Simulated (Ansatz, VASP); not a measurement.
## Cs2SnI6: VASP beside Ansatz

```
Cs Sn I
1.0
     0.00000    5.81500    5.81500
     5.81500    0.00000    5.81500
     5.81500    5.81500    0.00000
Cs Sn I
2 1 6
Cartesian
  2.9075 2.9075 2.9075
  8.7225 8.7225 8.7225
  0.0000 0.0000 0.0000
  2.8930 5.8150 5.8150
  5.8150 2.8930 5.8150
  8.7370 5.8150 5.8150
  5.8150 8.7370 5.8150
  5.8150 5.8150 2.8930
  5.8150 5.8150 8.7370
```

Alike in both runs: task electric field gradients; functional r2SCAN; k mesh 5 × 5 × 5; occupations fermi-dirac, width 0.02 eV; no spin polarisation.

|  | VASP | Ansatz |
| --- | --- | --- |
| version | VASP 6.6.1 | Ansatz 0.2.0 |
| potentials or method | VASP PAW PBE potentials, release 64 (Cs_sv, Sn_d, I) | plane-wave PAW, scalar-relativistic |
| plane-wave cutoff (eV) | 440 | 500 |
| valence electrons in the cell | 74 | 134 |

```csv
,VASP,Ansatz,Ansatz less VASP
pressure (GPa),0.4,0.4,-0.01
rms of the force components (eV/Å),0.068,0.069,+0.0014
size of Vzz on the site where it differs most (V/Å²),556.6,573.0,+16.40
```

VASP's potentials were made for PBE, not for r2SCAN. Atom by atom the forces differ by 0.001 eV/Å (rms over components). The functional is the same, so the differences come from potentials, cutoffs and numerics. VASP's potentials hold 74 valence electrons a cell and Ansatz's 134, so a difference there can come from the potentials and not from the codes.

Spin-orbit coupling is off throughout.
